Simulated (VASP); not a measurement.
# CuO (C2/c) in VASP: further runs

CuO is run at these levels: r2SCAN; tasks: single point.

All numbers are computed with VASP 6.6.1; they aren't measurements. Logs are shortened: lines on timing, memory, paths and dates and some standing lists are left out, and cuts for length are marked.

## (1) The cell of the first run

It takes space group C2/c (No. 15, monoclinic). Conventional cell: a = 4.745 Å, b = 3.468 Å, c = 5.196 Å, α = 90.00°, β = 99.54°, γ = 90.00°. Cu (site symmetry -1) has 4 O at 1.98 to 1.99 Å within 2.6 Å. O (site symmetry 2) has 4 Cu at 1.98 to 1.99 Å and 2 O at 2.66 Å within 2.7 Å.

## (2) Single point, r2SCAN

Contents of POSCAR:

```
CuO
1.0
    2.3726673498     -1.7338196878      0.0000000000
    2.3726673498      1.7338196878      0.0000000000
   -0.8612132810      0.0000000000      5.1244279405
Cu O
2 2
Direct
    0.5000000000      0.0000000000      0.5000000000
    0.0000000000      0.5000000000      0.0000000000
    0.4184000000      0.5816000000      0.7500000000
    0.5816000000      0.4184000000      0.2500000000
```

Contents of INCAR.step1:

```
ALGO = Normal ; EDIFF = 1E-4
ENCUT = 520 ; GGA = PE
ISMEAR = -1 ; LASPH = T
LCHARG = F ; LREAL = F
LWAVE = T ; NBANDS = 25
NELM = 60 ; PREC = Accurate
SIGMA = 0.05
```

Contents of INCAR.step2:

```
ALGO = Normal ; EDIFF = 1E-6
ENCUT = 520 ; ISIF = 2
ISMEAR = -1 ; ISTART = 1
LASPH = T ; LCHARG = F
LMIXTAU = T ; LREAL = F
LWAVE = F ; METAGGA = R2SCAN
NBANDS = 25 ; NELM = 60
PREC = Accurate ; SIGMA = 0.05
```

Contents of KPOINTS:

```
k-points
0
Gamma
  10 10 5
```

Potentials or basis: VASP PAW PBE potentials, release 64 (Cu, O).

Launch:

```console
> cat potpaw_PBE.64/Cu/POTCAR potpaw_PBE.64/O/POTCAR > POTCAR
> cp INCAR.step1 INCAR
> mpirun -np 1 vasp_std > vasp.out
> cp INCAR.step2 INCAR
> mpirun -np 1 vasp_std > vasp.out
```

OUTCAR:

```text
EDIFF = 1E-6
   ENCUT = 520
   ISIF = 2
   ISMEAR = -1
   ISTART = 1
   LASPH = T
   LREAL = F
   METAGGA = R2SCAN
   NELM = 60
   PREC = Accurate

 ion  position               nearest neighbor table
   1  0.500  0.000  0.500-   3 1.98   4 1.98   4 1.99   3 1.99
   2  0.000  0.500  0.000-   4 1.98   3 1.98   4 1.99   3 1.99
   3  0.418  0.582  0.750-   2 1.98   1 1.98   2 1.99   1 1.99
   4  0.582  0.418  0.250-   1 1.98   2 1.98   2 1.99   1 1.99

  LATTYP: Found a base centered monoclinic cell.
 ALAT       =     4.7453346996
 B/A-ratio  =     0.7307470590
 C/A-ratio  =     1.0950317057
 COS(beta)  =    -0.1657361228

  Lattice vectors:

 A1 = (   2.3726673498,  -1.7338196878,   0.0000000000)
 A2 = (   2.3726673498,   1.7338196878,   0.0000000000)
 A3 = (  -0.8612132810,   0.0000000000,   5.1244279405)

Analysis of symmetry for initial positions (statically):
=====================================================================
 Subroutine PRICEL returns:
 Original cell was already a primitive cell.

 Routine SETGRP: Setting up the symmetry group for a
 base centered monoclinic supercell.

 Subroutine GETGRP returns: Found  4 space group operations
 (whereof  2 operations were pure point group operations)
 out of a pool of  4 trial point group operations.

The static configuration has the point symmetry S_2 .
 The point group associated with its full space group is C_2h.

Analysis of symmetry for dynamics (positions and initial velocities):
=====================================================================
 Subroutine PRICEL returns:
 Original cell was already a primitive cell.

 Routine SETGRP: Setting up the symmetry group for a
 base centered monoclinic supercell.

 Subroutine GETGRP returns: Found  4 space group operations
 (whereof  2 operations were pure point group operations)
 out of a pool of  4 trial point group operations.

The dynamic configuration has the point symmetry S_2 .
 The point group associated with its full space group is C_2h.

 Subroutine INISYM returns: Found  4 space group operations
 (whereof  2 operations are pure point group operations),
 and found     1 'primitive' translations

----------------------------------------------------------------------------------------

                                     Primitive cell

  volume of cell :      42.1615

  direct lattice vectors                    reciprocal lattice vectors
     2.372667350 -1.733819688  0.000000000     0.210733291 -0.288380622  0.035415916
     2.372667350  1.733819688  0.000000000     0.210733291  0.288380622  0.035415916
    -0.861213281  0.000000000  5.124427941     0.000000000  0.000000000  0.195143733

  length of vectors
     2.938652933  2.938652933  5.196291950     0.358923655  0.358923655  0.195143733

  position of ions in fractional coordinates (direct lattice)
     0.500000000  0.000000000  0.500000000
     0.000000000  0.500000000  0.000000000
     0.418400000  0.581600000  0.750000000
     0.581600000  0.418400000  0.250000000

  ion indices of the primitive-cell ions
   primitive index   ion index
                 1           1
                 2           2
                 3           3
                 4           4

----------------------------------------------------------------------------------------

 KPOINTS: k-points

Automatic generation of k-mesh.
 Grid dimensions read from file:
 generate k-points for:   10   10    5

 Generating k-lattice:

  Cartesian coordinates                     Fractional coordinates (reciprocal lattice)
     0.021073329 -0.028838062  0.003541592     0.100000000  0.000000000  0.000000000
     0.021073329  0.028838062  0.003541592     0.000000000  0.100000000  0.000000000
     0.000000000  0.000000000  0.039028747     0.000000000  0.000000000  0.200000000

  Length of vectors
     0.035892366  0.035892366  0.039028747

  Shift w.r.t. Gamma in fractional coordinates (k-lattice)
     0.000000000  0.000000000  0.000000000

 Subroutine IBZKPT returns following result:
 ===========================================

 Found    141 irreducible k-points:

 Following reciprocal coordinates:
            Coordinates               Weight
  0.000000  0.000000  0.000000      1.000000
  0.100000  0.000000 -0.000000      4.000000
  0.200000  0.000000 -0.000000      4.000000
  0.300000  0.000000 -0.000000      4.000000
  0.400000  0.000000  0.000000      4.000000
  0.500000  0.000000  0.000000      2.000000
[... 16 lines left out ...]
  0.300000  0.300000 -0.000000      2.000000
  0.400000  0.300000  0.000000      4.000000
 [... further k-points ...]
   k-points           NKPTS =    141   k-points in BZ     NKDIM =    141   number of bands    NBANDS=     25
   number of dos      NEDOS =    301   number of ions     NIONS =      4
   total plane-waves  NPLWV =  23040
   dimension x,y,z NGX =    24 NGY =   24 NGZ =   40
   dimension x,y,z NGXF=    48 NGYF=   48 NGZF=   80
   ions per type =               2   2
   NGX,Y,Z   is equivalent  to a cutoff of  13.58, 13.58, 12.80 a.u.
   NGXF,Y,Z  is equivalent  to a cutoff of  27.15, 27.15, 25.59 a.u.
 SYSTEM =  unknown system
   PREC   = accura    normal or accurate (medium, high low for compatibility)
   ISTART =      1    job   : 0-new  1-cont  2-samecut
   ICHARG =      0    charge: 1-file 2-atom 10-const
   ISPIN  =      1    spin polarized calculation?
   LNONCOLLINEAR =      F non collinear calculations
   LSORBIT =      F    spin-orbit coupling
   LASPH  =      T    aspherical Exc in radial PAW
   ENCUT  =  520.0 eV  38.22 Ry    6.18 a.u.   5.46  5.46  9.66*2*pi/ulx,y,z
   NELM   =     60;   NELMIN=  2; NELMDL=  0     # of ELM steps
   EDIFF  = 0.1E-05   stopping-criterion for ELM
   LREAL  =      F    real-space projection
   EDIFFG = 0.1E-04   stopping-criterion for IOM
   NSW    =      0    number of steps for IOM
   IBRION =     -1    ionic relax: 0-MD 1-quasi-New 2-CG
   NFREE  =      0    steps in history (QN), initial steepest desc. (CG)
   ISIF   =      2    stress and relaxation
   ISYM   =      2    0-nonsym 1-usesym 2-fastsym
   POTIM  = 0.5000    time-step for ionic-motion
   TEBEG  =    0.0;   TEEND  =   0.0 temperature during run
   PSTRESS=    0.0 pullay stress
   NELECT =      34.0000    total number of electrons
   NUPDOWN=      -1.0000    fix difference up-down
   EMIN   =  10.00;   EMAX   =-10.00  energy-range for DOS
   EFERMI =   0.00;   METHOD = LEGACY
   ISMEAR =    -1;   SIGMA  =   0.05  broadening in eV -4-tet -1-fermi 0-gaus
   EFERMI_NEDOS =   21; number of points for ismear=-14 and -15
   IALGO  =     38    algorithm
   IMIX   =      4    mixing-type and parameters
     AMIX     =   0.40;   BMIX     =  1.00
     AMIX_MAG =   1.60;   BMIX_MAG =  1.00
  volume/ion in A,a.u.               =      10.54        71.13
  Fermi-wavevector in a.u.,A,eV,Ry     =   1.523804  2.879572 31.592433  2.321978
  Thomas-Fermi vector in A             =   2.632197
   LORBIT       =      0    0 simple, 1 ext, 2 COOP (PROOUT), +10 PAW based schemes
   METAGGA = R2SCAN    functional components
   LHFCALC =     F    Hartree Fock is set to
   AEXX    =    0.0000 exact exchange contribution
   IVDW    =     0    specifies the selected vdW correction
   LEPSILON=     F    determine dielectric tensor
   LRPA    =     F    only Hartree local field effects (RPA)
 non-spin polarized calculation
  energy-cutoff  :      520.00
  volume of cell :       42.16
 maximum number of plane-waves:      1159
 NGX is ok and might be reduce to    24
   NGX = 11   NGY = 11   NGZ = 19

 number of electron      34.0000011 magnetization

 Free energy of the ion-electron system (eV)
  ---------------------------------------------------
  ext. energy  EPLUGINS =         0.00000000
  ---------------------------------------------------
  free energy    TOTEN  =       -36.34355912 eV

  energy without entropy =      -36.32454397  energy(sigma->0) =      -36.33405155

 E-fermi :   5.0007     XC(G=0): -12.3737

 val. band max:        4.9992571493   @ k =   0.5000   0.2000   0.4000
 cond. band min:       5.0010190612   @ k =   0.3000   0.2000   0.4000
 fundamental gap:      0.0017619118
 Fermi energy:         5.0006707011

 k-point     1 :       0.0000    0.0000    0.0000
  band No.  band energies     occupation
      1     -15.7097      2.00000
      2     -14.5302      2.00000
      3      -2.9792      2.00000
      4      -0.4736      2.00000
      5      -0.0957      2.00000
      6       1.7180      2.00000
[... 17 lines left out ...]
     24      21.9266      0.00000
     25      22.1798      0.00000

 k-point     2 :       0.1000    0.0000   -0.0000
  band No.  band energies     occupation
      1     -15.6496      2.00000
      2     -14.5101      2.00000
      3      -2.8738      2.00000
      4      -0.4895      2.00000
      5      -0.1219      2.00000
      6       0.9635      2.00000
[... 17 lines left out ...]
     24      21.3607      0.00000
     25      22.3508      0.00000

 k-point     3 :       0.2000    0.0000   -0.0000
  band No.  band energies     occupation
      1     -15.4875      2.00000
      2     -14.4571      2.00000
      3      -2.5917      2.00000
      4      -0.5510      2.00000
      5      -0.2391      2.00000
      6      -0.0293      2.00000
[... 17 lines left out ...]
     24      20.5580      0.00000
     25      21.9308      0.00000

 k-point     4 :       0.3000    0.0000   -0.0000
  band No.  band energies     occupation
      1     -15.2758      2.00000
      2     -14.3907      2.00000
      3      -2.2357      2.00000
      4      -1.1370      2.00000
      5      -0.6289      2.00000
      6      -0.1169      2.00000
[... 17 lines left out ...]
     24      19.4367      0.00000
     25      21.5458      0.00000
[... 477 lines left out ...]
 k-point    22 :      -0.2000    0.2000    0.0000
  band No.  band energies     occupation
      1     -15.2273      2.00000
      2     -14.3676      2.00000
      3      -2.1432      2.00000
      4      -0.6696      2.00000
      5      -0.6479      2.00000
      6      -0.3372      2.00000
[... 17 lines left out ...]
     24      19.3560      0.00000
     25      19.3904      0.00000

 k-point    23 :       0.3000    0.3000   -0.0000
  band No.  band energies     occupation
      1     -15.0061      2.00000
      2     -14.3386      2.00000
      3      -1.6864      2.00000
      4      -1.2321      2.00000
      5      -0.2730      2.00000
      6      -0.2333      2.00000
[... 17 lines left out ...]
     24      20.1026      0.00000
     25      20.3569      0.00000

 k-point    24 :       0.4000    0.3000    0.0000
  band No.  band energies     occupation
      1     -14.8432      2.00000
      2     -14.2943      2.00000
      3      -1.7033      2.00000
      4      -1.4075      2.00000
      5      -0.4739      2.00000
      6      -0.2632      2.00000
[... 17 lines left out ...]
     24      18.8604      0.00000
     25      19.9478      0.00000

 [... further k-points ...]

------------------------ aborting loop because EDIFF is reached ----------------------------------------

  FORCE on cell =-STRESS in cart. coord.  units (eV):
  Direction    XX          YY          ZZ          XY          YZ          ZX
  --------------------------------------------------------------------------------------
  -------------------------------------------------------------------------------------
  Total       -1.9978676     -1.0514885     -2.4390471      0.0000000      0.0000000      0.0568700
  in kB      -75.9208583    -39.9575592    -92.6860970      0.0000000      0.0000000      2.1611142
  external PRESSURE =     -69.5215048 kB  Pullay stress =       0.0000000 kB

 VOLUME and BASIS-vectors are now :
 -----------------------------------------------------------------------------
  energy-cutoff  :      520.00
  volume of cell :       42.16
      direct lattice vectors                 reciprocal lattice vectors
     2.372667350 -1.733819688  0.000000000     0.210733291 -0.288380622  0.035415916
     2.372667350  1.733819688  0.000000000     0.210733291  0.288380622  0.035415916
    -0.861213281  0.000000000  5.124427941     0.000000000  0.000000000  0.195143733

 POSITION                                       TOTAL-FORCE (eV/Angst)
 -----------------------------------------------------------------------------------
      0.75573     -0.86691      2.56221        -0.000000      0.000000      0.000000
      1.18633      0.86691      0.00000        -0.000000      0.000000      0.000000
      1.72676      0.28296      3.84332        -0.000000     -0.361545      0.000000
      2.15736     -0.28296      1.28111         0.000000      0.361545      0.000000
 -----------------------------------------------------------------------------------
    total drift:                                0.000000      0.000000     -0.000000

  FREE ENERGIE OF THE ION-ELECTRON SYSTEM (eV)
  ---------------------------------------------------
  free  energy   TOTEN  =       -36.3435591229 eV

  energy  without entropy=      -36.3245439734  energy(sigma->0) =      -36.33405155
```

It took 9.1 min on 1 thread of Intel Xeon 8259CL, shared host; peak memory 0.26 GiB.

What came out:

* Free energy: -36.3436 eV
* Pressure: -7.0 GPa
* Largest force: 0.362 eV/Å
* Band gap on the k mesh: zero (bands 17 and 18 overlap by 0.59 eV)

Forces in eV/Å, atoms in the order of the input:
```
Cu   0.000  0.000  0.000
Cu   0.000  0.000  0.000
O    0.000 -0.362  0.000
O    0.000  0.362  0.000
```

Levels at points of the mesh, in eV from the Fermi level:
```tsv
k point	band 13	band 14	band 15	band 16	band 17	band 18	band 19	band 20	band 21	band 22
(0.00, 0.00, 0.00)	-2.43	-2.30	-2.24	-1.80	0.19	0.93	1.92	6.50	8.49	13.88
(0.50, 0.00, 0.00)	-2.18	-1.70	-1.58	-1.50	0.02	0.27	5.31	6.69	7.30	11.58
(0.50, 0.50, 0.00)	-2.24	-2.18	-1.66	-1.33	-0.73	1.06	3.85	7.46	8.95	10.42
```

Caveat: the cell stands under tension; the PAW data sets were made with another functional, which shifts forces and pressure a little; semilocal functionals often make such compounds metallic where correlation or magnetic order opens a gap, which also shifts bond lengths.

(Continued in part 2 of 2.)
